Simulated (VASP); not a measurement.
# VN2 (I4/mcm) in VASP: a series of runs

Runs on VN2. Level: PBE. Tasks: single point.

Program: VASP 6.6.1. These are calculated values, not measurements. Logs are shortened: lines on timing, memory, paths and dates and some standing lists are left out, and cuts for length are marked.

**1. The cell of the first run**

It takes space group I4/mcm (No. 140, tetragonal). Conventional cell: a = 4.172 Å, b = 4.172 Å, c = 5.294 Å, α = 90.00°, β = 90.00°, γ = 90.00°. Within 2.8 Å of V (site symmetry 422) lie 8 N at 2.14 Å and 2 V at 2.65 Å. N (site symmetry m2m) has 1 N at 1.34 Å within 1.8 Å.

**2. Single point, PBE**

File INCAR:

```
PREC     = Accurate       # precision mode
ENCUT    = 520            # plane-wave cutoff, eV
EDIFF    = 1E-6           # SCF threshold, eV
ISMEAR   = 0              # smearing method
SIGMA    = 0.15           # smearing width, eV
LREAL    = False          # projectors in reciprocal space
LASPH    = True           # aspherical terms in the spheres
NELM     = 100            # most SCF steps
ALGO     = Normal         # electronic algorithm
ISIF     = 2              # what is computed and relaxed
LWAVE    = False          # write WAVECAR
LCHARG   = False          # write CHGCAR
GGA      = PE             # functional
NBANDS   = 32             # bands
```

File KPOINTS:

```
regular mesh
0
Gamma
  18 18 18
```

File POSCAR:

```
VN2
1.0
   -2.0860122726      2.0860122726      2.6472128459
    2.0860122726     -2.0860122726      2.6472128459
    2.0860122726      2.0860122726     -2.6472128459
V N
2 4
Direct
    0.2500000000      0.2500000000      0.0000000000
    0.7500000000      0.7500000000      0.0000000000
    0.1135731475      0.6135731475      0.7271462950
    0.6135731475      0.8864268525      0.5000000000
    0.8864268525      0.3864268525      0.2728537050
    0.3864268525      0.1135731475      0.5000000000
```

Potentials or basis: VASP PAW PBE potentials, release 64 (V_sv, N).

Started as:

```bash
$ cat potpaw_PBE.64/V_sv/POTCAR potpaw_PBE.64/N/POTCAR > POTCAR
$ mpirun -np 1 vasp_std > vasp.out
```

OUTCAR:

```text
PREC = Accurate
   ENCUT = 520
   EDIFF = 1E-6
   ISMEAR = 0
   LREAL = False
   LASPH = True
   NELM = 100
   ISIF = 2
   GGA = PE

 ion  position               nearest neighbor table
   1  0.250  0.250  0.000-   5 2.14   4 2.14   3 2.14   5 2.14   6 2.14   6 2.14   3 2.14   4 2.14
                             2 2.65   2 2.65
   2  0.750  0.750  0.000-   6 2.14   5 2.14   3 2.14   4 2.14   5 2.14   4 2.14   6 2.14   3 2.14
                             1 2.65   1 2.65
   3  0.114  0.614  0.727-   5 1.34   1 2.14   1 2.14   2 2.14   2 2.14
   4  0.614  0.886  0.500-   6 1.34   2 2.14   1 2.14   2 2.14   1 2.14
   5  0.886  0.386  0.273-   3 1.34   2 2.14   1 2.14   2 2.14   1 2.14
   6  0.386  0.114  0.500-   4 1.34   1 2.14   2 2.14   1 2.14   2 2.14

  LATTYP: Found a body centered tetragonal cell.
 ALAT       =     4.1720245452
 C/A-ratio  =     1.2690303315

  Lattice vectors:

 A1 = (  -2.0860122726,   2.0860122726,   2.6472128459)
 A2 = (   2.0860122726,  -2.0860122726,   2.6472128459)
 A3 = (   2.0860122726,   2.0860122726,  -2.6472128459)

Analysis of symmetry for initial positions (statically):
=====================================================================
 Subroutine PRICEL returns:
 Original cell was already a primitive cell.

 Routine SETGRP: Setting up the symmetry group for a
 body centered tetragonal supercell.

 Subroutine GETGRP returns: Found 16 space group operations
 (whereof  8 operations were pure point group operations)
 out of a pool of 16 trial point group operations.

The static configuration has the point symmetry C_4h.
 The point group associated with its full space group is D_4h.

Analysis of symmetry for dynamics (positions and initial velocities):
=====================================================================
 Subroutine PRICEL returns:
 Original cell was already a primitive cell.

 Routine SETGRP: Setting up the symmetry group for a
 body centered tetragonal supercell.

 Subroutine GETGRP returns: Found 16 space group operations
 (whereof  8 operations were pure point group operations)
 out of a pool of 16 trial point group operations.

The dynamic configuration has the point symmetry C_4h.
 The point group associated with its full space group is D_4h.

 Subroutine INISYM returns: Found 16 space group operations
 (whereof  8 operations are pure point group operations),
 and found     1 'primitive' translations

----------------------------------------------------------------------------------------
[... 100 lines left out ...]
   NELM   =    100;   NELMIN=  2; NELMDL= -5     # of ELM steps
   EDIFF  = 0.1E-05   stopping-criterion for ELM
   LREAL  =      F    real-space projection
   EDIFFG = 0.1E-04   stopping-criterion for IOM
   NSW    =      0    number of steps for IOM
   IBRION =     -1    ionic relax: 0-MD 1-quasi-New 2-CG
   NFREE  =      0    steps in history (QN), initial steepest desc. (CG)
   ISIF   =      2    stress and relaxation
   ISYM   =      2    0-nonsym 1-usesym 2-fastsym
   POTIM  = 0.5000    time-step for ionic-motion
   TEBEG  =    0.0;   TEEND  =   0.0 temperature during run
   PSTRESS=    0.0 pullay stress
   NELECT =      46.0000    total number of electrons
   NUPDOWN=      -1.0000    fix difference up-down
   EMIN   =  10.00;   EMAX   =-10.00  energy-range for DOS
   EFERMI =   0.00;   METHOD = LEGACY
   ISMEAR =     0;   SIGMA  =   0.15  broadening in eV -4-tet -1-fermi 0-gaus
   EFERMI_NEDOS =   21; number of points for ismear=-14 and -15
   IALGO  =     38    algorithm
   IMIX   =      4    mixing-type and parameters
     AMIX     =   0.40;   BMIX     =  1.00
     AMIX_MAG =   1.60;   BMIX_MAG =  1.00
  volume/ion in A,a.u.               =       7.68        51.82
  Fermi-wavevector in a.u.,A,eV,Ry     =   1.636188  3.091947 36.424317  2.677112
  Thomas-Fermi vector in A             =   2.727536
   LORBIT       =      0    0 simple, 1 ext, 2 COOP (PROOUT), +10 PAW based schemes
   GGA     = PE    functional components
   LHFCALC =     F    Hartree Fock is set to
   AEXX    =    0.0000 exact exchange contribution
   IVDW    =     0    specifies the selected vdW correction
   LEPSILON=     F    determine dielectric tensor
   LRPA    =     F    only Hartree local field effects (RPA)
 non-spin polarized calculation
 Gauss-broadening in eV      SIGMA  =   0.15
  energy-cutoff  :      520.00
  volume of cell :       46.08
 maximum number of plane-waves:      1260
 NGX is ok and might be reduce to    30
   NGX = 15   NGY = 15   NGZ = 15

 number of electron      46.0000018 magnetization

 Free energy of the ion-electron system (eV)
  ---------------------------------------------------
  ext. energy  EPLUGINS =         0.00000000
  ---------------------------------------------------
  free energy    TOTEN  =       -52.97462371 eV

  energy without entropy =      -52.94538826  energy(sigma->0) =      -52.96000599

 E-fermi :  11.5639     XC(G=0): -13.6528

 val. band max:       11.5536222735   @ k =   0.5000   0.5000   0.3333
 cond. band min:      11.5656308334   @ k =  -0.4444   0.5000   0.2222
 fundamental gap:      0.0120085599
 Fermi energy:        11.5638574163

 k-point     1 :       0.0000    0.0000    0.0000
  band No.  band energies     occupation
      1     -53.9843      2.00000
      2     -53.8737      2.00000
      3     -27.9873      2.00000
      4     -27.8734      2.00000
      5     -27.8734      2.00000
      6     -27.7699      2.00000
[... 829 lines left out ...]
     31      14.4130      0.00000
     32      15.3003      0.00000

 [... further k-points ...]
[... 5 lines left out ...]
  --------------------------------------------------------------------------------------
  -------------------------------------------------------------------------------------
  Total        5.7669416      5.7669416     -6.7439177      0.0000000      0.0000000      0.0000000
  in kB      200.5273279    200.5273279   -234.4986091      0.0000000      0.0000000      0.0000000
  external PRESSURE =      55.5186822 kB  Pullay stress =       0.0000000 kB

 VOLUME and BASIS-vectors are now :
 -----------------------------------------------------------------------------
  energy-cutoff  :      520.00
  volume of cell :       46.08
      direct lattice vectors                 reciprocal lattice vectors
    -2.086012273  2.086012273  2.647212846     0.000000000  0.239691783  0.188877899
     2.086012273 -2.086012273  2.647212846     0.239691783  0.000000000  0.188877899
     2.086012273  2.086012273 -2.647212846     0.239691783  0.239691783  0.000000000

 POSITION                                       TOTAL-FORCE (eV/Angst)
 -----------------------------------------------------------------------------------
      0.00000      0.00000      1.32361        -0.000000     -0.000000     -0.000000
      0.00000      0.00000      3.97082        -0.000000     -0.000000     -0.000000
      2.55984      0.47383      0.00000         0.378330      0.378330      0.000000
      1.61218      0.47383      2.64721        -0.378330      0.378330      0.000000
     -0.47383      1.61218      2.64721        -0.378330     -0.378330     -0.000000
      0.47383      1.61218      0.00000         0.378330     -0.378330     -0.000000
 -----------------------------------------------------------------------------------
    total drift:                                0.000000     -0.000000      0.000000

  FREE ENERGIE OF THE ION-ELECTRON SYSTEM (eV)
  ---------------------------------------------------
  free  energy   TOTEN  =       -52.9746237149 eV

  energy  without entropy=      -52.9453882578  energy(sigma->0) =      -52.96000599
```

Run time: 18 min. Hardware: 1 thread of Intel Xeon 8259CL, shared host; peak memory 0.61 GiB.

What came out:

* Free energy: -52.9746 eV
* Pressure: 5.6 GPa
* Largest force: 0.535 eV/Å
* Band gap on the k mesh: zero (band 23 reaches 11.88 eV, above the bottom of band 24 at 11.29 eV)

Forces on the atoms (eV/Å):
```
V    0.000  0.000  0.000
V    0.000  0.000  0.000
N    0.378  0.378  0.000
N   -0.378  0.378  0.000
N   -0.378 -0.378  0.000
N    0.378 -0.378  0.000
```

Caveat: the run has no spin polarisation, though such a crystal can be magnetic.

**3. Single point, PBE**

File INCAR:

```
  ALGO = Normal
  EDIFF = 1E-6
  ENCUT = 520
  GGA = PE
  ISIF = 2
  ISMEAR = 0
  LASPH = T
  LCHARG = T
  LELF = T
  LREAL = F
  LVHAR = T
  LWAVE = F
  NBANDS = 32
  NELM = 80
  PREC = Accurate
  SIGMA = 0.15
```

File KPOINTS:

```
k-points
0
Gamma
  18 18 18
```

Changes to POSCAR since step 2:

```diff
@@ -2,5 +2,5 @@
 1.0
-   -2.0860122726      2.0860122726      2.6472128459
-    2.0860122726     -2.0860122726      2.6472128459
-    2.0860122726      2.0860122726     -2.6472128459
+   -2.1828505870      2.1828505870      2.4175449635
+    2.1828505870     -2.1828505870      2.4175449635
+    2.1828505870      2.1828505870     -2.4175449635
 V N
```

Potentials or basis: VASP PAW PBE potentials, release 64 (V_sv, N).

Started as:

```bash
$ cat potpaw_PBE.64/V_sv/POTCAR potpaw_PBE.64/N/POTCAR > POTCAR
$ mpirun -np 1 vasp_std > vasp.out
```

Wall time 17 min (1 thread of Intel Xeon Platinum 8259CL at 2.50GHz (Skylake/Cascade Lake), shared host); peak memory 0.61 GiB.

It converged, with:

| Quantity | Value |
| --- | --- |
| Free energy | -53.2725 eV |
| Pressure | -0.5 GPa |
| Largest force | 0.093 eV/Å |
| Band gap on the k mesh | zero (band 23 reaches 11.67 eV, above the bottom of band 24 at 11.23 eV) |

Forces in eV/Å, atoms in the order of the input:
```
V    0.000  0.000  0.000
V    0.000  0.000  0.000
N   -0.066 -0.066  0.000
N    0.066 -0.066  0.000
N    0.066  0.066  0.000
N   -0.066  0.066  0.000
```

Stress tensor (GPa, compression positive):
```
-8.35  0.00  0.00
 0.00 -8.35  0.00
 0.00  0.00 15.22
```

Levels at points of the mesh, in eV from the Fermi level:
```csv
k point,band 19,band 20,band 21,band 22,band 23,band 24,band 25,band 26,band 27,band 28
"(0.00, 0.00, 0.00)",-2.98,-2.97,-2.88,-2.48,-2.48,0.76,1.17,1.17,1.51,2.07
"(0.50, 0.00, 0.00)",-3.36,-3.36,-2.96,-2.96,0.16,0.16,0.76,0.76,1.20,1.20
"(0.50, 0.50, 0.00)",-4.84,-3.98,-2.69,-2.69,-1.41,-0.08,1.07,1.11,1.99,2.03
"(0.50, 0.50, 0.50)",-4.36,-1.70,-1.70,-0.57,-0.39,0.06,0.14,0.27,1.80,1.80
```

Caveat: the run has no spin polarisation, though such a crystal can be magnetic.

**4. Single point, PBE**

File INCAR:

```
ALGO = Normal ; EDIFF = 1E-7
ENCUT = 520 ; GGA = PE
ISIF = 2 ; ISMEAR = 0
LASPH = T ; LCHARG = T
LELF = T ; LREAL = F
LVHAR = T ; LWAVE = F
NBANDS = 32 ; NELM = 60
PREC = Accurate ; SIGMA = 0.15
```

KPOINTS is that of step 3.

Changes to POSCAR since step 3:

```diff
@@ -2,5 +2,5 @@
 1.0
-   -2.1828505870      2.1828505870      2.4175449635
-    2.1828505870     -2.1828505870      2.4175449635
-    2.1828505870      2.1828505870     -2.4175449635
+   -2.1186114798      2.1186114798      2.5663739455
+    2.1186114798     -2.1186114798      2.5663739455
+    2.1186114798      2.1186114798     -2.5663739455
 V N
```

Started as:

```bash
$ cat potpaw_PBE.64/V_sv/POTCAR potpaw_PBE.64/N/POTCAR > POTCAR
$ mpirun -np 1 vasp_std > vasp.out
```

Run time: 17 min. Hardware: 1 thread of Intel Xeon Platinum 8259CL at 2.50GHz (Skylake/Cascade Lake), shared host; peak memory 0.6 GiB.

Results (log left out):

| Item | Value |
| --- | --- |
| Free energy | -53.2603 eV |
| Pressure | 2.9 GPa |
| Largest force | 0.247 eV/Å |
| Band gap on the k mesh | zero (band 23 reaches 11.76 eV, above the bottom of band 24 at 11.35 eV) |

Forces on the atoms (eV/Å):
```
V    0.000  0.000  0.000
V    0.000  0.000  0.000
N    0.174  0.174  0.000
N   -0.174  0.174  0.000
N   -0.174 -0.174  0.000
N    0.174 -0.174  0.000
```

Stress tensor (GPa, compression positive):
```
  9.90   0.00   0.00
  0.00   9.90   0.00
  0.00   0.00 -11.24
```

Levels at points of the mesh, in eV from the Fermi level:
```
           k point  band 21  band 22  band 23  band 24  band 25  band 26
(0.00, 0.00, 0.00)    -2.54    -2.54    -2.27     0.79     0.79     0.85
(0.50, 0.00, 0.00)    -3.18    -3.18     0.20     0.20     0.75     0.75
(0.50, 0.50, 0.00)    -2.73    -2.49    -1.13     0.19     0.64     1.18
(0.50, 0.50, 0.50)    -2.39    -0.58    -0.23     0.03     0.08     0.29
```

Caveat: the run has no spin polarisation, though such a crystal can be magnetic.

**5. The runs side by side**

```csv
cell,gap on the mesh (eV),pressure (GPa),largest force (eV/Å)
"a = 3.964 Å, angles 116.5, 116.5, 96.2°, 6 atoms",none,5.6,0.54
"a = 3.921 Å, angles 112.3, 112.3, 103.9°, 6 atoms",none,-0.5,0.09
"a = 3.945 Å, angles 115.0, 115.0, 98.8°, 6 atoms",none,2.9,0.25
```

Alike in all rows: task single point; level PBE; potentials or basis VASP PAW PBE potentials, release 64 (V_sv, N); no spin polarisation; k mesh 18 × 18 × 18; cutoff (eV) 520; smearing gaussian 0.15 eV.

Caveats: the run has no spin polarisation, though such a crystal can be magnetic.

Absolute energies hang on the potentials; compare differences alone.
